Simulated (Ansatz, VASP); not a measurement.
# One calculation of Rh, two programs

```
CELL_PARAMETERS angstrom
2.92078 0.00000 0.00000
-1.46039 2.18978 0.00000
0.00000 0.00000 8.40721
ATOMIC_POSITIONS crystal
Rh 0.00000 0.00000 0.00000
Rh 0.33333 0.66667 0.25000
Rh 0.00000 0.00000 0.50000
Rh 0.66667 0.33333 0.75000
```

Change from the starting cell: strain +e along x and -e along y +0.0733, strain +e along z and -e/2 along x and y -0.0367.

Alike in both runs: task single point; functional PBEsol; k mesh 18 × 18 × 6; occupations gaussian, width 0.15 eV; no spin polarisation.

|  | VASP | Ansatz |
| --- | --- | --- |
| version | VASP 6.6.1 | Ansatz 0.2.0 |
| potentials or method | VASP PAW PBE potentials, release 64 (Rh_pv), cutoff 520 eV | scalar-relativistic, plane waves, PAW |
| valence electrons in the cell | 60 | 68 |

|  | VASP | Ansatz | Ansatz less VASP |
| --- | --- | --- | --- |
| gap on the k mesh at the Fermi level (eV) | none | none | - |
| pressure (GPa) | 6.5 | 6.7 | +0.13 |
| traceless stress, the component that is largest in VASP (GPa) | -17.36 | -17.32 | +0.044 |
| rms of the force components (eV/Å) | 0.223 | 0.223 | -0.0002 |

VASP's potentials were made for PBE, not for PBEsol, and Ansatz warns of the same on its side. Atom by atom the forces differ by 0.000 eV/Å (rms over components). A gap of «none» marks a metal or a gap that the smearing closes. The functional is the same, so the differences come from potentials, cutoffs and numerics. VASP's potentials hold 60 valence electrons a cell and Ansatz's 68, so a difference there can come from the potentials and not from the codes.
